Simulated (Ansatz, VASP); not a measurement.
**TaN: VASP beside Ansatz**

Contents of INCAR:

```
SYSTEM = TaN
PREC = Accurate
ENCUT = 600
EDIFF = 1E-6
ISMEAR = 0
SIGMA = 0.15
LREAL = .False.
LASPH = .True.
NELM = 120
ALGO = Normal
ISIF = 2
LWAVE = .False.
LCHARG = .False.
GGA = PS
NBANDS = 16
GGA_COMPAT = .False.
```

KPOINTS

```
Automatic mesh
0
Gamma
  18 18 18
  0 0 0
```

Contents of POSCAR:

```
TaN
1.0
    0.0000000000      2.2334750000      2.0700500000
    2.2334750000      0.0000000000      2.0700500000
    2.2334750000      2.2334750000      0.0000000000
Ta N
1 1
Direct
    0.5000000000      0.5000000000      0.5000000000
    0.0000000000      0.0000000000      0.0000000000
```

Input for Ansatz:

```yaml
crystal:
  lattice:
    - [0.0, 2.233475, 2.07005]
    - [2.233475, 0.0, 2.07005]
    - [2.233475, 2.233475, 0.0]
  atoms:
    - { symbol: Ta, position: [0.5, 0.5, 0.5] }
    - { symbol: "N", position: [0.0, 0.0, 0.0] }
basis:
  ecutwfc: 420
kpoints:
  mp_grid: { grid: [18, 18, 18] }
hamiltonian:
  xc: pbesol
scf:
  occupations: { method: gaussian, width: 0.15 }
output:
  forces: true
  stress: true
  eigenvalues: true
  write_density: true
  write_potential: true
  elf: true
  volumetric_format: npy
```

Change from the starting cell: strain +0.025 along x and y, -0.050 along z, atoms carried along.

Alike in both runs: task single point; functional PBEsol; k mesh 18 × 18 × 18; occupations gaussian, width 0.15 eV; no spin polarisation.

```csv
,VASP,Ansatz
version,VASP 6.6.1,Ansatz 0.2.0
potentials or method,"VASP PAW PBE potentials, release 64 (Ta_sv_GW, N), cutoff 600 eV","scalar-relativistic, plane waves, PAW"
valence electrons in the cell,18,18
```

```tsv
	VASP	Ansatz	Ansatz less VASP
gap on the k mesh at the Fermi level (eV)	none	none	-
pressure (GPa)	10.8	10.6	-0.15
traceless stress, the component that is largest in VASP (GPa)	38.33	38.18	-0.148
```

VASP's potentials were made for PBE, not for PBEsol. A gap of «none» marks a metal or a gap that the smearing closes.

Spin-orbit coupling is off throughout.
